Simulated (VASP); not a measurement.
Nb3Pb, 8 atoms in the cell. The structure is cubic, space group Pm-3n (No. 223). The conventional cell has a = 5.319 Å, b = 5.319 Å, c = 5.319 Å, α = 90.00°, β = 90.00°, γ = 90.00°. Nb (site symmetry -4m2) has 10 Nb at 2.66 to 3.26 Å and 4 Pb at 2.97 Å within 3.5 Å. Pb (site symmetry m-3) has 12 Nb at 2.97 Å within 3.9 Å. 

- Program: VASP 6.6.1
- Task: electric field gradients
- Functional: PBE
- Potentials or basis: VASP PAW PBE potentials, release 64 (Nb_sv, Pb_d)
- Cutoff: 520 eV
- k mesh: 6 × 6 × 6
- Occupations: fermi-dirac, width 0.05 eV
- Spin: no spin polarisation
- Dipole correction: no
- Further INCAR settings: ALGO = Normal; EDIFF = 1e-08; NBANDS = 63

Potentials or basis: VASP PAW PBE potentials, release 64 (Nb_sv, Pb_d).

The run is started by

```bash
$ cat potpaw_PBE.64/Nb_sv/POTCAR potpaw_PBE.64/Pb_d/POTCAR > POTCAR
$ mpirun -np 1 vasp_std > vasp.out
```

Hardware: 1 thread of Intel Xeon 8259CL, with other jobs on the host.

Q: How long does it take, and how much memory?

A: Run time: 4.8 min on 1 thread of Intel Xeon 8259CL (shared host), peak memory 0.32 GiB. Counts: scf iterations 18, k points 20.
